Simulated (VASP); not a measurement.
Here is a VASP 6.6.1 calculation.

INCAR

```
SYSTEM = PdPt2S6
PREC = Accurate
ENCUT = 600
EDIFF = 1E-7
ISMEAR = 0
SIGMA = 0.02
LREAL = .FALSE.
LASPH = .TRUE.
NELM = 80
ALGO = Normal
ISIF = 3
LWAVE = .FALSE.
LCHARG = .FALSE.
GGA = PE
IBRION = 2
NSW = 100
EDIFFG = -0.01
```

File KPOINTS:

```
regular mesh
0
G
  6 6 4
  0 0 0
```

POSCAR

```
PdPt2S6
1.0
    6.1846192000      0.0000000000      0.0000000000
   -3.0923096000      5.3560373000      0.0000000000
    0.0000000000      0.0000000000      6.3169112000
Pd Pt S
1 2 6
Direct
    0.0000000000      0.0000000000      0.0000000000
    0.6666667000      0.3333333000      0.0000000000
    0.3333333000      0.6666667000      0.0000000000
    0.0000000000      0.3337650000      0.1949000000
    0.6662350000      0.6662350000      0.1949000000
    0.3337650000      0.0000000000      0.1949000000
    0.3337650000      0.3337650000      0.8051000000
    0.0000000000      0.6662350000      0.8051000000
    0.6662350000      0.0000000000      0.8051000000
```

Potentials or basis: VASP PAW PBE potentials, release 64 (Pd, Pt, S).

Run with:

```sh
$ cat potpaw_PBE.64/Pd/POTCAR potpaw_PBE.64/Pt/POTCAR potpaw_PBE.64/S/POTCAR > POTCAR
$ mpirun -np 1 vasp_std > vasp.out
```

Problem. What does it give for the relaxed volume?

Solution. 23.19 Å³/atom.

Problem. Predict the band gap on the k mesh.

Solution. 1.17 eV (least direct gap 1.32 eV).

The path:
```tsv
step	energy change (eV)	largest force (eV/Å)	pressure (GPa)	volume (Å³)
1	0.0000	0.0355	-0.29	209.25
2	0.0007	0.0596	0.45	208.00
3	-0.0006	0.0041	0.01	208.74
```

Caveat: spin-orbit coupling is left out, which moves the levels of the heavy elements; this functional lacks dispersion, which binds the layers, so the pressure and a relaxed spacing across them are unreliable. A k mesh can miss the band edges.
